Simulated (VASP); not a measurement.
Input of a VASP 6.6.1 run:

POSCAR

```
CdSe
1.0
    0.0000000000      3.0677809644      3.0677809644
    3.2515410441      0.0000000000      3.0677809644
    3.2515410441      3.0677809644      0.0000000000
Cd Se
1 1
Direct
    0.0000000000      0.0000000000      0.0000000000
    0.2500000000      0.2500000000      0.2500000000
```

Contents of INCAR.step1:

```
  PREC = Accurate
  ENCUT = 520
  ISMEAR = 0
  SIGMA = 0.01
  LREAL = False
  LASPH = True
  NELM = 100
  NBANDS = 16
  GGA = PE
  ALGO = Normal
  EDIFF = 1E-4
  LWAVE = True
  LCHARG = False
```

File INCAR.step2:

```
  PREC = Accurate
  ENCUT = 520
  EDIFF = 1E-6
  ISMEAR = 0
  SIGMA = 0.01
  LREAL = False
  LASPH = True
  NELM = 100
  ALGO = Normal
  ISIF = 2
  LWAVE = False
  LCHARG = False
  METAGGA = R2SCAN
  LMIXTAU = True
  NBANDS = 16
  ISTART = 1
```

File KPOINTS:

```
regular mesh
0
Gamma
  8 8 8
```

Potentials or basis: VASP PAW PBE potentials, release 64 (Cd, Se).

Command:

```sh
$ cat potpaw_PBE.64/Cd/POTCAR potpaw_PBE.64/Se/POTCAR > POTCAR
$ cp INCAR.step1 INCAR
$ mpirun -np 1 vasp_std > vasp.out
$ cp INCAR.step2 INCAR
$ mpirun -np 1 vasp_std > vasp.out
```

Q: Estimate the band gap on the k mesh.

A: 0.82 eV.

Q: Predict the pressure.

A: -2.5 GPa.

Stress tensor (GPa, compression positive):
```
-3.40  0.00  0.00
 0.00 -2.12  0.00
 0.00  0.00 -2.12
```

Caveat: the cell differs from its parent crystal (uniaxial x strain +6.0%); the PAW data sets were made with another functional, which shifts forces and pressure a little.
